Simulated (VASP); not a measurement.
Write the native input for VASP 6.6.1 that does the following.

| Property | Result |
| --- | --- |
| Task | single point |
| Functional | r2SCAN |
| Dispersion | rVV10 |
| Potentials or basis | VASP PAW PBE potentials, release 64 (Na_pv, F) |
| Cutoff | 520 eV |
| k mesh | 12 × 12 × 6 |
| Occupations | fermi-dirac, width 0.03 eV |
| Spin | no spin polarisation |
| Dipole correction | no |
| Further INCAR settings | ALGO = Normal; EDIFF = 1e-06; NBANDS = 22 |

Crystal: NaF.

```
CELL_PARAMETERS angstrom
3.84973 0.00000 0.00000
-1.92487 3.33397 0.00000
0.00000 0.00000 4.53496
ATOMIC_POSITIONS crystal
Na 0.33333 0.66667 0.25000
Na 0.66667 0.33333 0.75000
F 0.66667 0.33333 0.25000
F 0.33333 0.66667 0.75000
```

One way to write it, as run:

POSCAR

```
NaF
1.0
    3.8497321722      0.0000000000      0.0000000000
   -1.9248660861      3.3339658589      0.0000000000
    0.0000000000      0.0000000000      4.5349648729
Na F
2 2
Direct
    0.3333333333      0.6666666667      0.2500000000
    0.6666666667      0.3333333333      0.7500000000
    0.6666666667      0.3333333333      0.2500000000
    0.3333333333      0.6666666667      0.7500000000
```

INCAR.step1

```
PREC = Accurate
ENCUT = 520
ISMEAR = -1
SIGMA = 0.03
LREAL = F
LASPH = T
NELM = 100
NBANDS = 22
GGA = PE
ALGO = Normal
EDIFF = 1E-4
LWAVE = T
LCHARG = F
```

INCAR.step2

```
PREC = Accurate
ENCUT = 520
EDIFF = 1E-6
ISMEAR = -1
SIGMA = 0.03
LREAL = F
LASPH = T
NELM = 100
ALGO = Normal
ISIF = 2
LWAVE = F
LCHARG = F
METAGGA = R2SCAN
LMIXTAU = T
LUSE_VDW = T
IVDW_NL = 2
BPARAM = 11.95
CPARAM = 0.0093
NBANDS = 22
ISTART = 1
```

KPOINTS

```
Automatic mesh
0
Gamma
  12 12 6
```

Potentials or basis: VASP PAW PBE potentials, release 64 (Na_pv, F).

Run with:

```console
$ cat potpaw_PBE.64/Na_pv/POTCAR potpaw_PBE.64/F/POTCAR > POTCAR
$ cp INCAR.step1 INCAR
$ mpirun -np 1 vasp_std > vasp.out
$ cp INCAR.step2 INCAR
$ mpirun -np 1 vasp_std > vasp.out
```

It gave:

```
Pressure               : -0.6 GPa
Band gap on the k mesh : 6.27 eV
```

Caveat: the PAW data sets were made with another functional, which shifts forces and pressure a little.

It took 5.7 min on 1 thread of Intel(R) Xeon(R) Platinum 8259CL CPU @ 2.50GHz (Skylake/Cascade Lake), on a shared host, peak memory 0.35 GiB.
